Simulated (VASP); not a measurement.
**Ca: single point with HSE06**

The system is Ca.

```
CELL_PARAMETERS angstrom
3.90141 0.00000 0.00000
-1.95071 3.37872 0.00000
0.00000 0.00000 6.60558
ATOMIC_POSITIONS crystal
Ca 0.33333 0.66667 0.75000
Ca 0.66667 0.33333 0.25000
```

This isn't the form of Ca at room conditions, which is fcc.

```yaml
Program: VASP 6.6.1
Task: single point
Functional: HSE06
Potentials_or_basis: VASP PAW PBE potentials, release 64 (Ca_sv)
Cutoff: 520 eV
k_mesh: 6 × 6 × 4
Occupations: gaussian, width 0.05 eV
Spin: no spin polarisation
Dipole_correction: no
Grid_for_exact_exchange_PRECFOCK: Normal
Further_INCAR_settings: ALGO = Normal; EDIFF = 1e-07; NBANDS = 17
Share_of_exact_exchange: 0.25
Screening_parameter: 0.2079 1/Å
```

| Item | Value |
| --- | --- |
| Pressure | 0.2 GPa |
| Band gap on the k mesh | zero (bands 10 and 11 overlap by 0.93 eV) |

Levels at points of the mesh, in eV from the Fermi level:
```csv
k point,band 8,band 9,band 10,band 11,band 12,band 13
"(0.00, 0.00, 0.00)",-25.28,-4.91,-1.29,-0.74,2.87,3.05
"(0.50, 0.00, 0.00)",-25.31,-1.25,-0.94,0.40,0.76,1.58
"(0.00, 0.00, 0.50)",-25.31,-3.81,-3.81,1.72,1.72,3.07
"(0.50, 0.00, 0.50)",-25.32,-0.71,-0.71,-0.05,-0.05,1.95
```

Wall time 60 min on 1 thread of Intel(R) Xeon(R) 6975P-C (Granite Rapids), with other jobs on the host, peak memory 0.34 GiB.

Caveat: the PAW data sets were made with another functional, which shifts forces and pressure a little.
